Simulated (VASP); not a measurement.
# Na (P6_3/mmc) in VASP: a series of runs

Aim: see how the results for Na move with the level of theory and the settings. Levels: r2SCAN, PBEsol. Tasks: single point.

All numbers are computed with VASP 6.6.1; they aren't measurements. Logs are shortened: lines on timing, memory, paths and dates and some standing lists are left out, and cuts for length are marked.

## Step 1: The cell of the first run

The structure is hexagonal, space group P6_3/mmc (No. 194). The conventional cell has a = 3.841 Å, b = 3.841 Å, c = 6.275 Å, α = 90.00°, β = 90.00°, γ = 120.00°. Within 5.0 Å of Na (site symmetry -6m2) lie 12 Na at 3.84 Å.

## Step 2: Single point, r2SCAN

Input file POSCAR:

```
Na
1.0
    3.8408815021      0.0000000000      0.0000000000
   -1.9204407510      3.3263009538      0.0000000000
    0.0000000000      0.0000000000      6.2746973092
Na
2
Direct
    0.6666666667      0.3333333333      0.7500000000
    0.3333333333      0.6666666667      0.2500000000
```

Input file INCAR.step1:

```
ALGO = Normal
EDIFF = 1E-4
ENCUT = 520
GGA = PE
ISMEAR = -1
LASPH = T
LCHARG = F
LREAL = F
LWAVE = T
NBANDS = 14
NELM = 80
PREC = Accurate
SIGMA = 0.05
```

Input file INCAR.step2:

```
ALGO = Normal
EDIFF = 1E-6
ENCUT = 520
ISIF = 2
ISMEAR = -1
ISTART = 1
LASPH = T
LCHARG = F
LMIXTAU = T
LREAL = F
LWAVE = F
METAGGA = R2SCAN
NBANDS = 14
NELM = 80
PREC = Accurate
SIGMA = 0.05
```

Input file KPOINTS:

```
k-points
0
Gamma
  8 8 5
```

Potentials or basis: VASP PAW PBE potentials, release 64 (Na_pv).

Run with:

```sh
> cat potpaw_PBE.64/Na_pv/POTCAR > POTCAR
> cp INCAR.step1 INCAR
> mpirun -np 1 vasp_std > vasp.out
> cp INCAR.step2 INCAR
> mpirun -np 1 vasp_std > vasp.out
```

OUTCAR:

```text
EDIFF = 1E-6
   ENCUT = 520
   ISIF = 2
   ISMEAR = -1
   ISTART = 1
   LASPH = T
   LREAL = F
   METAGGA = R2SCAN
   NELM = 80
   PREC = Accurate

 ion  position               nearest neighbor table
   1  0.667  0.333  0.750-
   2  0.333  0.667  0.250-

  LATTYP: Found a hexagonal cell.
 ALAT       =     3.8408815021
 C/A-ratio  =     1.6336607380

  Lattice vectors:

 A1 = (   3.8408815021,   0.0000000000,   0.0000000000)
 A2 = (  -1.9204407510,   3.3263009538,   0.0000000000)
 A3 = (   0.0000000000,   0.0000000000,   6.2746973092)

Analysis of symmetry for initial positions (statically):
=====================================================================
 Subroutine PRICEL returns:
 Original cell was already a primitive cell.

 Routine SETGRP: Setting up the symmetry group for a
 hexagonal supercell.

 Subroutine GETGRP returns: Found 24 space group operations
 (whereof 12 operations were pure point group operations)
 out of a pool of 24 trial point group operations.

The static configuration has the point symmetry D_3d.
 The point group associated with its full space group is D_6h.

Analysis of symmetry for dynamics (positions and initial velocities):
=====================================================================
 Subroutine PRICEL returns:
 Original cell was already a primitive cell.

 Routine SETGRP: Setting up the symmetry group for a
 hexagonal supercell.

 Subroutine GETGRP returns: Found 24 space group operations
 (whereof 12 operations were pure point group operations)
 out of a pool of 24 trial point group operations.

The dynamic configuration has the point symmetry D_3d.
 The point group associated with its full space group is D_6h.

 Subroutine INISYM returns: Found 24 space group operations
 (whereof 12 operations are pure point group operations),
 and found     1 'primitive' translations

----------------------------------------------------------------------------------------

                                     Primitive cell

  volume of cell :      80.1651

  direct lattice vectors                    reciprocal lattice vectors
     3.840881502  0.000000000  0.000000000     0.260356900  0.150317126  0.000000000
    -1.920440751  3.326300954  0.000000000     0.000000000  0.300634252  0.000000000
     0.000000000  0.000000000  6.274697309     0.000000000  0.000000000  0.159370237

  length of vectors
[... 85 lines left out ...]
   NSW    =      0    number of steps for IOM
   IBRION =     -1    ionic relax: 0-MD 1-quasi-New 2-CG
   NFREE  =      0    steps in history (QN), initial steepest desc. (CG)
   ISIF   =      2    stress and relaxation
   ISYM   =      2    0-nonsym 1-usesym 2-fastsym
   POTIM  = 0.5000    time-step for ionic-motion
   TEBEG  =    0.0;   TEEND  =   0.0 temperature during run
   PSTRESS=    0.0 pullay stress
   NELECT =      14.0000    total number of electrons
   NUPDOWN=      -1.0000    fix difference up-down
   EMIN   =  10.00;   EMAX   =-10.00  energy-range for DOS
   EFERMI =   0.00;   METHOD = LEGACY
   ISMEAR =    -1;   SIGMA  =   0.05  broadening in eV -4-tet -1-fermi 0-gaus
   EFERMI_NEDOS =   21; number of points for ismear=-14 and -15
   IALGO  =     38    algorithm
   IMIX   =      4    mixing-type and parameters
     AMIX     =   0.40;   BMIX     =  1.00
     AMIX_MAG =   1.60;   BMIX_MAG =  1.00
  volume/ion in A,a.u.               =      40.08       270.49
  Fermi-wavevector in a.u.,A,eV,Ry     =   0.915073  1.729237 11.392957  0.837359
  Thomas-Fermi vector in A             =   2.039773
   LORBIT       =      0    0 simple, 1 ext, 2 COOP (PROOUT), +10 PAW based schemes
   METAGGA = R2SCAN    functional components
   LHFCALC =     F    Hartree Fock is set to
   AEXX    =    0.0000 exact exchange contribution
   IVDW    =     0    specifies the selected vdW correction
   LEPSILON=     F    determine dielectric tensor
   LRPA    =     F    only Hartree local field effects (RPA)
 non-spin polarized calculation
  energy-cutoff  :      520.00
  volume of cell :       80.17
 maximum number of plane-waves:      2184
 NGX is ok and might be reduce to    30
   NGX = 15   NGY = 15   NGZ = 23

 number of electron      13.9999991 magnetization

 Free energy of the ion-electron system (eV)
  ---------------------------------------------------
  ext. energy  EPLUGINS =         0.00000000
  ---------------------------------------------------
  free energy    TOTEN  =        -7.09790992 eV

  energy without entropy =       -7.09148901  energy(sigma->0) =       -7.09469947

 E-fermi :   0.0901     XC(G=0):  -6.7021

 val. band max:       -0.0643441365   @ k =   0.3750   0.1250   0.2000
 cond. band min:       0.1101828962   @ k =   0.1250   0.1250   0.2000
 fundamental gap:      0.1745270327
 Fermi energy:         0.0901242612

 k-point     1 :       0.0000    0.0000    0.0000
  band No.  band energies     occupation
      1     -25.9699      2.00000
      2     -25.9473      2.00000
      3     -25.9471      2.00000
      4     -25.9436      2.00000
      5     -25.9433      2.00000
      6     -25.9431      2.00000
      7      -3.1930      2.00000
      8       0.6244      0.00005
      9       1.2252      0.00000
     10      10.3526      0.00000
     11      10.3526      0.00000
     12      10.7801      0.00000
     13      10.7804      0.00000
     14      10.8403      0.00000
[... 377 lines left out ...]
      1     -25.9670      2.00000
      2     -25.9653      2.00000
      3     -25.9524      2.00000
      4     -25.9505      2.00000
      5     -25.9490      2.00000
      6     -25.9487      2.00000
      7      -0.4717      1.99997
      8       0.3215      0.01937
      9       3.1148      0.00000
     10       3.8803      0.00000
     11       6.5572      0.00000
     12       8.1652      0.00000
     13       8.2585      0.00000
     14       8.9475      0.00000

 [... further k-points ...]
[... 5 lines left out ...]
  --------------------------------------------------------------------------------------
  -------------------------------------------------------------------------------------
  Total       -0.1524077     -0.1524077     -0.2354127     -0.0000000      0.0000000      0.0000000
  in kB       -3.0460166     -3.0460166     -4.7049524     -0.0000000      0.0000000      0.0000000
  external PRESSURE =      -3.5989952 kB  Pullay stress =       0.0000000 kB

 VOLUME and BASIS-vectors are now :
 -----------------------------------------------------------------------------
  energy-cutoff  :      520.00
  volume of cell :       80.17
      direct lattice vectors                 reciprocal lattice vectors
     3.840881502  0.000000000  0.000000000     0.260356900  0.150317126  0.000000000
    -1.920440751  3.326300954  0.000000000     0.000000000  0.300634252  0.000000000
     0.000000000  0.000000000  6.274697309     0.000000000  0.000000000  0.159370237

 POSITION                                       TOTAL-FORCE (eV/Angst)
 -----------------------------------------------------------------------------------
      1.92044      1.10877      4.70602         0.000000      0.000000     -0.000000
     -0.00000      2.21753      1.56867        -0.000000     -0.000000      0.000000
 -----------------------------------------------------------------------------------
    total drift:                               -0.000000      0.000000      0.000000

  FREE ENERGIE OF THE ION-ELECTRON SYSTEM (eV)
  ---------------------------------------------------
  free  energy   TOTEN  =        -7.0979099234 eV

  energy  without entropy=       -7.0914890084  energy(sigma->0) =       -7.09469947
```

OUTCAR.step1:

```text
EDIFF = 1E-4
   ENCUT = 520
   GGA = PE
   ISMEAR = -1
   LASPH = T
   LREAL = F
[... 630 lines left out ...]
 -----------------------------------------------------------------------------------
      1.92044      1.10877      4.70602         0.000000      0.000000      0.000000
     -0.00000      2.21753      1.56867        -0.000000     -0.000000     -0.000000
 -----------------------------------------------------------------------------------
    total drift:                               -0.000000      0.000000     -0.000000

  FREE ENERGIE OF THE ION-ELECTRON SYSTEM (eV)
  ---------------------------------------------------
  free  energy   TOTEN  =        -2.6128509211 eV

  energy  without entropy=       -2.6058590231  energy(sigma->0) =       -2.60935497
```

OSZICAR.step1:

```text
N       E                     dE             d eps       ncg     rms          rms(c)
DAV:   1     0.994845659499E+02    0.99485E+02   -0.76393E+03   848   0.952E+02
DAV:   2     0.138044296632E+01   -0.98104E+02   -0.97121E+02   870   0.273E+02
DAV:   3    -0.255462165285E+01   -0.39351E+01   -0.39317E+01  1110   0.623E+01
DAV:   4    -0.261236370242E+01   -0.57742E-01   -0.57741E-01   924   0.811E+00
DAV:   5    -0.261368480112E+01   -0.13211E-02   -0.13211E-02  1092   0.126E+00    0.281E-01
DAV:   6    -0.261321480057E+01    0.47000E-03   -0.10282E-03  1008   0.394E-01    0.190E-01
DAV:   7    -0.261287116313E+01    0.34364E-03   -0.18582E-03  1098   0.464E-01    0.227E-02
DAV:   8    -0.261285092114E+01    0.20242E-04   -0.14218E-04   516   0.207E-01
   1 F= -.26128509E+01 E0= -.26093550E+01  d E =-.699190E-02
```

It took 86 s on 1 thread of Intel Xeon Platinum 8375C at 2.90GHz (Ice Lake), shared host; peak memory 0.2 GiB.

Results:

```
Free energy            : -7.0979 eV
Pressure               : -0.4 GPa
Band gap on the k mesh : zero (band 7 reaches 1.56 eV, above the bottom of band 8 at -1.69 eV)
```

Caveat: the PAW data sets were made with another functional, which shifts forces and pressure a little.

## Step 3: Single point, PBEsol

This run uses another cell than the first one, of 34.85 Å³/atom, 0.869 times its volume.

Input file INCAR:

```
SYSTEM = Na
PREC = Accurate ; ENCUT = 520
EDIFF = 1E-7 ; ISMEAR = -1
SIGMA = 0.05 ; LREAL = .FALSE.
LASPH = .TRUE. ; NELM = 60
ALGO = Fast ; ISIF = 2
LWAVE = .FALSE. ; LCHARG = .TRUE.
GGA = PS ; LELF = .TRUE.
LVHAR = .TRUE. ; NBANDS = 14
```

Input file KPOINTS:

```
Automatic mesh
0
G
  7 7 4
  0 0 0
```

Input file POSCAR:

```
Na
1.0
    3.6163200000      0.0000000000      0.0000000000
   -1.8081600000      3.1318249883      0.0000000000
    0.0000000000      0.0000000000      6.1540000000
Na
2
Direct
    0.6666666667      0.3333333333      0.7500000000
    0.3333333333      0.6666666667      0.2500000000
```

Potentials or basis: VASP PAW PBE potentials, release 64 (Na_pv).

Run with:

```sh
> cat potpaw_PBE.64/Na_pv/POTCAR > POTCAR
> mpirun -np 1 vasp_std > vasp.out
```

It used 57 s of CPU time on 1 thread of AMD EPYC 7R13 Processor (Zen 3), on a shared host.

It converged, with:

* Free energy: -2.8101 eV
* Pressure: 0.4 GPa
* Band gap on the k mesh: zero (band 7 reaches 1.82 eV, above the bottom of band 8 at -1.91 eV)

Stress tensor (GPa, compression positive):
```
0.56 0.00 0.00
0.00 0.56 0.00
0.00 0.00 0.02
```

Levels at points of the mesh, in eV from the Fermi level:
```tsv
k point	band 4	band 5	band 6	band 7	band 8	band 9	band 10	band 11
(0.00, 0.00, 0.00)	-24.63	-24.63	-24.63	-3.31	0.47	0.89	10.75	10.79
(0.00, 0.00, 0.50)	-24.63	-24.63	-24.63	-2.29	-2.29	5.38	5.38	11.34
```

Caveat: the PAW data sets were made with another functional, which shifts forces and pressure a little.

## Step 4: Single point, PBEsol

This run uses another cell than the first one, of 36.32 Å³/atom, 0.906 times its volume.

Input file INCAR:

```
SYSTEM = Na
  ALGO = Normal
  EDIFF = 1E-7
  ENCUT = 520
  GGA = PS
  ISIF = 2
  ISMEAR = -1
  LASPH = .True.
  LCHARG = .True.
  LELF = .True.
  LREAL = .False.
  LVHAR = .True.
  LWAVE = .False.
  NBANDS = 14
  NELM = 100
  PREC = Accurate
  SIGMA = 0.05
```

Input file KPOINTS:

```
k-points
0
Gamma
  7 7 4
  0 0 0
```

Input file POSCAR:

```
Na
1.0
    3.6916600000      0.0000000000      0.0000000000
   -1.8458300000      3.1970713422      0.0000000000
    0.0000000000      0.0000000000      6.1540000000
Na
2
Direct
    0.6666666667      0.3333333333      0.7500000000
    0.3333333333      0.6666666667      0.2500000000
```

Run with:

```sh
> cat potpaw_PBE.64/Na_pv/POTCAR > POTCAR
> mpirun -np 1 vasp_std > vasp.out
```

It used 35 s of CPU time on 1 thread of AMD EPYC 7R13 Processor (Zen 3), on a shared host.

The run converged. Its results:

| Quantity | Value |
| --- | --- |
| Free energy | -2.8151 eV |
| Pressure | 0.0 GPa |
| Band gap on the k mesh | zero (band 7 reaches 1.65 eV, above the bottom of band 8 at -1.94 eV) |

Levels at points of the mesh, in eV from the Fermi level:
```
           k point  band 3  band 4  band 5  band 6  band 7  band 8  band 9  band 10  band 11  band 12
(0.00, 0.00, 0.00)  -24.69  -24.68  -24.68  -24.68   -3.24    0.54    0.95    10.35    10.35    10.62
(0.00, 0.00, 0.50)  -24.68  -24.68  -24.68  -24.68   -2.22   -2.22    5.45     5.45    10.92    10.92
```

Caveat: the PAW data sets were made with another functional, which shifts forces and pressure a little.

## Step 5: Overview

| level | cell | k mesh | gap on the mesh (eV) | pressure (GPa) |
| --- | --- | --- | --- | --- |
| r2SCAN | a = 3.841, b = 3.841, c = 6.275 Å, angles 90.0, 90.0, 120.0°, 2 atoms | 8 × 8 × 5 | none | -0.4 |
| PBEsol | a = 3.616, b = 3.616, c = 6.154 Å, angles 90.0, 90.0, 120.0°, 2 atoms | 7 × 7 × 4 | none | 0.4 |
| PBEsol | a = 3.692, b = 3.692, c = 6.154 Å, angles 90.0, 90.0, 120.0°, 2 atoms | 7 × 7 × 4 | none | 0.0 |

Alike in all rows: task single point; potentials or basis VASP PAW PBE potentials, release 64 (Na_pv); no spin polarisation; cutoff (eV) 520; smearing fermi-dirac 0.05 eV.

Caveats: the PAW data sets were made with another functional, which shifts forces and pressure a little.

Absolute energies hang on the potentials; compare differences alone.
